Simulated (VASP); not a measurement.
# Bi2Se3 in VASP: a series of runs

The runs below take Bi2Se3 through single point, with PBE+D3(BJ).

Everything below comes from runs of VASP 6.6.1. Logs are shortened: lines on timing, memory, paths and dates and some standing lists are left out, and cuts for length are marked.

## (1) The cell of the first run

The cell holds a slab with vacuum, 5 atoms: a = 4.207 Å, b = 4.207 Å, c = 39.982 Å, α = 90.00°, β = 90.00°, γ = 120.00°.

## (2) Single point, PBE+D3(BJ) (biaxial strain +0.020, then relaxed in part)

Input file INCAR:

```
PREC = Accurate ; ENCUT = 520
EDIFF = 1E-6 ; ISMEAR = 0
SIGMA = 0.02 ; LREAL = False
LASPH = True ; NELM = 60
ALGO = Normal ; ISIF = 2
LWAVE = False ; LCHARG = False
LDIPOL = True ; IDIPOL = 3
DIPOL = 0.5 0.5 0.500 ; GGA = PE
IVDW = 12 ; NBANDS = 32
```

Input file KPOINTS:

```
regular mesh
0
Gamma
  12 12 1
```

Input file POSCAR:

```
Bi2Se3
1.0
    4.2068314714      0.0000000000      0.0000000000
   -2.1034157357      3.6432229237      0.0000000000
    0.0000000000      0.0000000000     39.9824371327
Se Bi
3 2
Direct
    0.0000000000      0.0000000000      0.4139072146
    0.6666666667      0.3333333333      0.5000000000
    0.3333333333      0.6666666667      0.5860927854
    0.3333333333      0.6666666667      0.4523656030
    0.0000000000      0.0000000000      0.5476343970
```

Potentials or basis: VASP PAW PBE potentials, release 64 (Se, Bi_d).

Command:

```console
> cat potpaw_PBE.64/Se/POTCAR potpaw_PBE.64/Bi_d/POTCAR > POTCAR
> mpirun -np 1 vasp_std > vasp.out
```

OUTCAR:

```text
PREC = Accurate
   ENCUT = 520
   EDIFF = 1E-6
   ISMEAR = 0
   LREAL = False
   LASPH = True
   NELM = 60
   ISIF = 2
   GGA = PE
   IVDW = 12
 IVDW          = 12

 ion  position               nearest neighbor table
   1  0.000  0.000  0.414-   4 2.87   4 2.87   4 2.87
   2  0.667  0.333  0.500-   4 3.09   5 3.09   4 3.09   5 3.09   5 3.09   4 3.09
   3  0.333  0.667  0.586-   5 2.87   5 2.87   5 2.87
   4  0.333  0.667  0.452-   1 2.87   1 2.87   1 2.87   2 3.09   2 3.09   2 3.09
   5  0.000  0.000  0.548-   3 2.87   3 2.87   3 2.87   2 3.09   2 3.09   2 3.09

  LATTYP: Found a hexagonal cell.
 ALAT       =     4.2068314714
 C/A-ratio  =     9.5041689700

  Lattice vectors:

 A1 = (   4.2068314714,   0.0000000000,   0.0000000000)
 A2 = (  -2.1034157357,   3.6432229237,   0.0000000000)
 A3 = (   0.0000000000,   0.0000000000,  39.9824371327)

Analysis of symmetry for initial positions (statically):
=====================================================================
 Subroutine PRICEL returns:
 Original cell was already a primitive cell.

 Routine SETGRP: Setting up the symmetry group for a
 hexagonal supercell.

 Subroutine GETGRP returns: Found 12 space group operations
 (whereof  6 operations were pure point group operations)
 out of a pool of 24 trial point group operations.

The static configuration has the point symmetry C_3v.
 The point group associated with its full space group is D_3d.

Analysis of symmetry for dynamics (positions and initial velocities):
=====================================================================
 Subroutine PRICEL returns:
 Original cell was already a primitive cell.

 Routine SETGRP: Setting up the symmetry group for a
 hexagonal supercell.

 Subroutine GETGRP returns: Found 12 space group operations
 (whereof  6 operations were pure point group operations)
 out of a pool of 24 trial point group operations.

The dynamic configuration has the point symmetry C_3v.
 The point group associated with its full space group is D_3d.

 Subroutine INISYM returns: Found 12 space group operations
 (whereof  6 operations are pure point group operations),
 and found     1 'primitive' translations

----------------------------------------------------------------------------------------

                                     Primitive cell

  volume of cell :     612.7878

  direct lattice vectors                    reciprocal lattice vectors
     4.206831471  0.000000000  0.000000000     0.237708595  0.137241122  0.000000000
    -2.103415736  3.643222924  0.000000000     0.000000000  0.274482243  0.000000000
     0.000000000  0.000000000 39.982437133     0.000000000  0.000000000  0.025010982

  length of vectors
     4.206831471  4.206831471 39.982437133     0.274482243  0.274482243  0.025010982

  position of ions in fractional coordinates (direct lattice)
     0.000000000  0.000000000  0.413907215
     0.666666667  0.333333333  0.500000000
     0.333333333  0.666666667  0.586092785
     0.333333333  0.666666667  0.452365603
     0.000000000  0.000000000  0.547634397

  ion indices of the primitive-cell ions
   primitive index   ion index
                 1           1
                 2           2
                 3           3
                 4           4
                 5           5

----------------------------------------------------------------------------------------

 KPOINTS: regular mesh

Automatic generation of k-mesh.
 Grid dimensions read from file:
 generate k-points for:   12   12    1

 Generating k-lattice:

  Cartesian coordinates                     Fractional coordinates (reciprocal lattice)
     0.019809050  0.011436760  0.000000000     0.083333333  0.000000000  0.000000000
     0.000000000  0.022873520  0.000000000     0.000000000  0.083333333  0.000000000
     0.000000000  0.000000000  0.025010982     0.000000000  0.000000000  1.000000000

  Length of vectors
     0.022873520  0.022873520  0.025010982

  Shift w.r.t. Gamma in fractional coordinates (k-lattice)
     0.000000000  0.000000000  0.000000000

 Subroutine IBZKPT returns following result:
 ===========================================

 Found     19 irreducible k-points:

 Following reciprocal coordinates:
            Coordinates               Weight
  0.000000  0.000000  0.000000      1.000000
  0.083333  0.000000  0.000000      6.000000
  0.166667 -0.000000  0.000000      6.000000
  0.250000 -0.000000  0.000000      6.000000
  0.333333 -0.000000  0.000000      6.000000
  0.416667  0.000000  0.000000      6.000000
[... 11 lines left out ...]
  0.333333  0.250000  0.000000     12.000000
  0.333333  0.333333  0.000000      2.000000
   k-points           NKPTS =     19   k-points in BZ     NKDIM =     19   number of bands    NBANDS=     32
   number of dos      NEDOS =    301   number of ions     NIONS =      5
   total plane-waves  NPLWV = 307200
   dimension x,y,z NGX =    32 NGY =   32 NGZ =  300
   dimension x,y,z NGXF=    64 NGYF=   64 NGZF=  600
   ions per type =               3   2
   NGX,Y,Z   is equivalent  to a cutoff of  12.65, 12.65, 12.47 a.u.
   NGXF,Y,Z  is equivalent  to a cutoff of  25.29, 25.29, 24.95 a.u.
 SYSTEM =  unknown system
   PREC   = accura    normal or accurate (medium, high low for compatibility)
   ISTART =      0    job   : 0-new  1-cont  2-samecut
   ICHARG =      2    charge: 1-file 2-atom 10-const
   ISPIN  =      1    spin polarized calculation?
   LNONCOLLINEAR =      F non collinear calculations
   LSORBIT =      F    spin-orbit coupling
   LASPH  =      T    aspherical Exc in radial PAW
   ENCUT  =  520.0 eV  38.22 Ry    6.18 a.u.   7.82  7.82 74.34*2*pi/ulx,y,z
   NELM   =     60;   NELMIN=  2; NELMDL= -5     # of ELM steps
   EDIFF  = 0.1E-05   stopping-criterion for ELM
   LREAL  =      F    real-space projection
   EDIFFG = 0.1E-04   stopping-criterion for IOM
   NSW    =      0    number of steps for IOM
   IBRION =     -1    ionic relax: 0-MD 1-quasi-New 2-CG
   NFREE  =      0    steps in history (QN), initial steepest desc. (CG)
   ISIF   =      2    stress and relaxation
   ISYM   =      2    0-nonsym 1-usesym 2-fastsym
   POTIM  = 0.5000    time-step for ionic-motion
   TEBEG  =    0.0;   TEEND  =   0.0 temperature during run
   PSTRESS=    0.0 pullay stress
   NELECT =      48.0000    total number of electrons
   NUPDOWN=      -1.0000    fix difference up-down
   EMIN   =  10.00;   EMAX   =-10.00  energy-range for DOS
   EFERMI =   0.00;   METHOD = LEGACY
   ISMEAR =     0;   SIGMA  =   0.02  broadening in eV -4-tet -1-fermi 0-gaus
   EFERMI_NEDOS =   21; number of points for ismear=-14 and -15
   IALGO  =     38    algorithm
   IMIX   =      4    mixing-type and parameters
     AMIX     =   0.40;   BMIX     =  1.00
     AMIX_MAG =   1.60;   BMIX_MAG =  1.00
  volume/ion in A,a.u.               =     122.56       827.06
  Fermi-wavevector in a.u.,A,eV,Ry     =   0.700463  1.323683  6.675677  0.490648
  Thomas-Fermi vector in A             =   1.784623
   LORBIT       =      0    0 simple, 1 ext, 2 COOP (PROOUT), +10 PAW based schemes
   GGA     = PE    functional components
   LHFCALC =     F    Hartree Fock is set to
   AEXX    =    0.0000 exact exchange contribution
   IVDW    =    12    specifies the selected vdW correction
   LEPSILON=     F    determine dielectric tensor
   LRPA    =     F    only Hartree local field effects (RPA)
 non-spin polarized calculation
 Gauss-broadening in eV      SIGMA  =   0.02
  energy-cutoff  :      520.00
  volume of cell :      612.79
 maximum number of plane-waves:     16566
 NGX is ok and might be reduce to    32
   NGX = 15   NGY = 15   NGZ =149

 number of electron      47.9999995 magnetization

 dipolmoment           0.000000      0.000000      0.000000 electrons x Angstroem

 Free energy of the ion-electron system (eV)
  ---------------------------------------------------
  ext. energy  EPLUGINS =         0.00000000
  ---------------------------------------------------
  free energy    TOTEN  =       -20.21389695 eV

  energy without entropy =      -20.21389695  energy(sigma->0) =      -20.21389695

 E-fermi :  -3.4801     XC(G=0):  -2.5203

 val. band max:       -3.6284504092   @ k =   0.1667   0.0833   0.0000
 cond. band min:      -2.8761118914   @ k =   0.0000   0.0000   0.0000
 fundamental gap:      0.7523385179
 Fermi energy:        -3.4801293197

 k-point     1 :       0.0000    0.0000    0.0000
  band No.  band energies     occupation
      1     -26.1651      2.00000
      2     -26.1651      2.00000
      3     -26.1643      2.00000
      4     -26.1632      2.00000
      5     -26.1632      2.00000
      6     -26.1621      2.00000
[... 24 lines left out ...]
     31       1.9146      0.00000
     32       1.9437      0.00000

 k-point     2 :       0.0833    0.0000    0.0000
  band No.  band energies     occupation
      1     -26.1662      2.00000
      2     -26.1644      2.00000
      3     -26.1638      2.00000
      4     -26.1629      2.00000
      5     -26.1618      2.00000
      6     -26.1611      2.00000
[... 24 lines left out ...]
     31       1.9990      0.00000
     32       2.0315      0.00000

 k-point     3 :       0.1667   -0.0000    0.0000
  band No.  band energies     occupation
      1     -26.1690      2.00000
      2     -26.1667      2.00000
      3     -26.1606      2.00000
      4     -26.1603      2.00000
      5     -26.1589      2.00000
      6     -26.1584      2.00000
[... 24 lines left out ...]
     31       2.1011      0.00000
     32       2.2486      0.00000

 k-point     4 :       0.2500   -0.0000    0.0000
  band No.  band energies     occupation
      1     -26.1734      2.00000
      2     -26.1702      2.00000
      3     -26.1609      2.00000
      4     -26.1577      2.00000
      5     -26.1559      2.00000
      6     -26.1554      2.00000
[... 479 lines left out ...]
     31       2.6769      0.00000
     32       2.7484      0.00000

 k-point    18 :       0.3333    0.2500    0.0000
  band No.  band energies     occupation
      1     -26.1744      2.00000
      2     -26.1718      2.00000
      3     -26.1656      2.00000
      4     -26.1581      2.00000
      5     -26.1565      2.00000
      6     -26.1532      2.00000
[... 24 lines left out ...]
     31       2.5819      0.00000
     32       3.6582      0.00000

 k-point    19 :       0.3333    0.3333    0.0000
  band No.  band energies     occupation
      1     -26.1709      2.00000
      2     -26.1709      2.00000
      3     -26.1691      2.00000
      4     -26.1590      2.00000
      5     -26.1521      2.00000
      6     -26.1521      2.00000
[... 24 lines left out ...]
     31       3.5455      0.00000
     32       3.5455      0.00000

------------------------ aborting loop because EDIFF is reached ----------------------------------------

 vacuum level on the upper side and lower side of the slab       (xc-potential included)        -0.005        -0.005

 Edisp (eV)   -1.54934

 E8    (eV) :    -0.7309

  FORCE on cell =-STRESS in cart. coord.  units (eV):
  Direction    XX          YY          ZZ          XY          YZ          ZX
  --------------------------------------------------------------------------------------
  -------------------------------------------------------------------------------------
  Total      -1.49648    -1.49648     0.01291    -0.00000     0.00000     0.00000
  in kB      -3.91266    -3.91266     0.03374    -0.00000     0.00000     0.00000
  external pressure =       -2.60 kB  Pullay stress =        0.00 kB

 VOLUME and BASIS-vectors are now :
 -----------------------------------------------------------------------------
  energy-cutoff  :      520.00
  volume of cell :      612.79
      direct lattice vectors                 reciprocal lattice vectors
     4.206831471  0.000000000  0.000000000     0.237708595  0.137241122  0.000000000
    -2.103415736  3.643222924  0.000000000     0.000000000  0.274482243  0.000000000
     0.000000000  0.000000000 39.982437133     0.000000000  0.000000000  0.025010982

 POSITION                                       TOTAL-FORCE (eV/Angst)
 -----------------------------------------------------------------------------------
      0.00000      0.00000     16.54902         0.000000      0.000000     -0.010498
      2.10342      1.21441     19.99122        -0.000000      0.000000     -0.000000
     -0.00000      2.42882     23.43342        -0.000000     -0.000000      0.010498
     -0.00000      2.42882     18.08668         0.000000     -0.000000      0.006699
      0.00000      0.00000     21.89576        -0.000000      0.000000     -0.006699
 -----------------------------------------------------------------------------------
    total drift:                               -0.000000     -0.000000     -0.000009

  FREE ENERGIE OF THE ION-ELECTRON SYSTEM (eV)
  ---------------------------------------------------
  free  energy   TOTEN  =       -21.7632383345 eV

  energy  without entropy=      -21.7632383345  energy(sigma->0) =      -21.76323833

 vacuum level on the upper side and lower side of the slab         2.396         2.396
```

Wall time 4.7 min (1 thread of Intel Xeon 6975P-C (Granite Rapids), shared host); peak memory 0.82 GiB.

Results:

```
Free energy                : -21.7632 eV
Largest force              : 0.010 eV/Å
Band gap on the k mesh     : 0.75 eV (least direct gap 1.20 eV)
Dispersion energy per atom : -0.310 eV
```

Forces on the atoms (eV/Å):
```
Se   0.000  0.000 -0.010
Se   0.000  0.000  0.000
Se   0.000  0.000  0.010
Bi   0.000  0.000  0.007
Bi   0.000  0.000 -0.007
```

Caveat: the cell differs from its parent crystal (biaxial strain +0.020, then relaxed in part); spin-orbit coupling is left out, which moves the levels of the heavy elements.

## (3) Single point, PBE+D3(BJ) (biaxial strain +0.040, then relaxed in part)

Input file INCAR:

```
SYSTEM = Bi2Se3
PREC = Accurate
ENCUT = 520
EDIFF = 1E-6
ISMEAR = 0
SIGMA = 0.02
LREAL = .FALSE.
LASPH = .TRUE.
NELM = 100
ALGO = Normal
ISIF = 2
LWAVE = .FALSE.
LCHARG = .FALSE.
LDIPOL = .TRUE.
IDIPOL = 3
DIPOL = 0.5 0.5 0.500
GGA = PE
IVDW = 12
NBANDS = 32
```

Input file KPOINTS:

```
regular mesh
0
G
  12 12 1
  0 0 0
```

Input file POSCAR:

```
Bi2Se3
1.0
    4.2893183630      0.0000000000      0.0000000000
   -2.1446591815      3.7146586673      0.0000000000
    0.0000000000      0.0000000000     39.9824371327
Se Bi
3 2
Direct
    0.0000000000      0.0000000000      0.4158065473
    0.6666666667      0.3333333333      0.5000000000
    0.3333333333      0.6666666667      0.5841934527
    0.3333333333      0.6666666667      0.4531957038
    0.0000000000      0.0000000000      0.5468042962
```

Potentials or basis: VASP PAW PBE potentials, release 64 (Se, Bi_d).

Command:

```console
> cat potpaw_PBE.64/Se/POTCAR potpaw_PBE.64/Bi_d/POTCAR > POTCAR
> mpirun -np 1 vasp_std > vasp.out
```

Wall time 4.7 min (1 thread of Intel Xeon 6975P-C (Granite Rapids), shared host); peak memory 0.83 GiB.

It converged, with:

```
Free energy                : -21.6779 eV
Largest force              : 0.009 eV/Å
Band gap on the k mesh     : 0.58 eV (least direct gap 1.07 eV)
Dispersion energy per atom : -0.301 eV
```

Forces in eV/Å, atoms in the order of the input:
```
Se   0.000  0.000 -0.009
Se   0.000  0.000  0.000
Se   0.000  0.000  0.009
Bi   0.000  0.000  0.006
Bi   0.000  0.000 -0.006
```

Levels at points of the mesh, in eV from the valence-band top:
```tsv
k point	band 20	band 21	band 22	band 23	band 24	band 25	band 26	band 27	band 28	band 29
(0.00, 0.00, 0.00)	-1.13	-0.76	-0.76	-0.54	-0.49	0.58	1.98	1.98	2.38	3.09
(0.50, 0.00, 0.00)	-2.07	-1.52	-0.75	-0.69	-0.48	1.69	2.93	3.27	3.54	4.48
```

Caveat: the cell differs from its parent crystal (biaxial strain +0.040, then relaxed in part); spin-orbit coupling is left out, which moves the levels of the heavy elements.

## (4) Single point, PBE+D3(BJ) (atoms taken out)

Input file INCAR:

```
PREC = Accurate
ENCUT = 520
EDIFF = 1E-6
ISMEAR = 0
SIGMA = 0.02
LREAL = False
LASPH = True
NELM = 60
ALGO = Normal
ISIF = 2
LWAVE = False
LCHARG = True
LDIPOL = True
IDIPOL = 3
DIPOL = 0.5 0.5 0.500
GGA = PE
IVDW = 12
LELF = True
LVHAR = True
LVACPOTAV = True
NBANDS = 32
```

Input file KPOINTS:

```
regular mesh
0
Gamma
  12 12 1
```

Input file POSCAR:

```
Bi2Se3
1.0
    4.1243445799      0.0000000000      0.0000000000
   -2.0621722899      3.5717871801      0.0000000000
    0.0000000000      0.0000000000     39.9824371327
Se Bi
3 2
Direct
    0.0000000000      0.0000000000      0.4120204152
    0.6666666667      0.3333333333      0.5000000000
    0.3333333333      0.6666666667      0.5879795848
    0.3333333333      0.6666666667      0.4515306527
    0.0000000000      0.0000000000      0.5484693473
```

Command:

```console
> cat potpaw_PBE.64/Se/POTCAR potpaw_PBE.64/Bi_d/POTCAR > POTCAR
> mpirun -np 1 vasp_std > vasp.out
```

Run time: 8 min. Hardware: 1 thread of Intel Xeon Platinum 8259CL at 2.50GHz (Skylake/Cascade Lake), shared host; peak memory 0.81 GiB.

It converged, with:

* Free energy: -21.7928 eV
* Largest force: 0.011 eV/Å
* Band gap on the k mesh: 0.94 eV (least direct gap 1.30 eV)
* Dispersion energy per atom: -0.319 eV
* Ionisation potential of the upper face: 5.94 eV

Forces on the atoms (eV/Å):
```
Se   0.000  0.000 -0.011
Se   0.000  0.000  0.000
Se   0.000  0.000  0.011
Bi   0.000  0.000  0.008
Bi   0.000  0.000 -0.008
```

Levels at points of the mesh, in eV from the valence-band top:
```csv
k point,band 22,band 23,band 24,band 25,band 26,band 27
"(0.00, 0.00, 0.00)",-0.64,-0.64,-0.37,0.94,2.19,2.19
"(0.50, 0.00, 0.00)",-1.06,-0.80,-0.58,1.72,2.84,2.86
```

Caveat: the cell differs from its parent crystal (atoms taken out); spin-orbit coupling is left out, which moves the levels of the heavy elements.

## (5) Single point, PBE+D3(BJ) (atoms taken out)

Input file INCAR:

```
SYSTEM = Bi2Se3
  ALGO = Normal
  DIPOL = 0.5 0.5 0.500
  EDIFF = 1E-6
  ENCUT = 520
  GGA = PE
  IDIPOL = 3
  ISIF = 2
  ISMEAR = 0
  IVDW = 12
  LASPH = .True.
  LCHARG = .False.
  LDIPOL = .True.
  LREAL = .False.
  LWAVE = .False.
  NBANDS = 32
  NELM = 60
  PREC = Accurate
  SIGMA = 0.02
```

Input file KPOINTS:

```
k-points
0
Gamma
  12 12 1
  0 0 0
```

Input file POSCAR:

```
Bi2Se3
1.0
    4.1429474752      0.0000000000      0.0000000000
   -2.0714737376      3.5878977601      0.0000000000
    0.0000000000      0.0000000000     39.9824371327
Se Bi
3 2
Direct
    0.0000000000      0.0000000000      0.4125713805
    0.6666666667      0.3333333333      0.5000000000
    0.3333333333      0.6666666667      0.5874286195
    0.3333333333      0.6666666667      0.4519254870
    0.0000000000      0.0000000000      0.5480745130
```

Command:

```console
> cat potpaw_PBE.64/Se/POTCAR potpaw_PBE.64/Bi_d/POTCAR > POTCAR
> mpirun -np 1 vasp_std > vasp.out
```

Run time: 7.8 min. Hardware: 1 thread of Intel Xeon Platinum 8259CL at 2.50GHz (Skylake/Cascade Lake), shared host; peak memory 0.81 GiB.

Results (log left out):

| Item | Value |
| --- | --- |
| Free energy | -21.7910 eV |
| Largest force | 0.049 eV/Å |
| Band gap on the k mesh | 0.89 eV (least direct gap 1.27 eV) |
| Dispersion energy per atom | -0.317 eV |

Forces on the atoms (eV/Å):
```
Se   0.000  0.000  0.007
Se   0.000  0.000  0.000
Se   0.000  0.000 -0.007
Bi   0.000  0.000 -0.049
Bi   0.000  0.000  0.049
```

Levels at points of the mesh, in eV from the valence-band top:
```
           k point  band 22  band 23  band 24  band 25  band 26  band 27
(0.00, 0.00, 0.00)    -0.66    -0.66    -0.38     0.89     2.15     2.15
(0.50, 0.00, 0.00)    -1.01    -0.81    -0.57     1.72     2.84     2.91
```

Caveat: the cell differs from its parent crystal (atoms taken out); spin-orbit coupling is left out, which moves the levels of the heavy elements.

(Continued in part 2 of 2.)
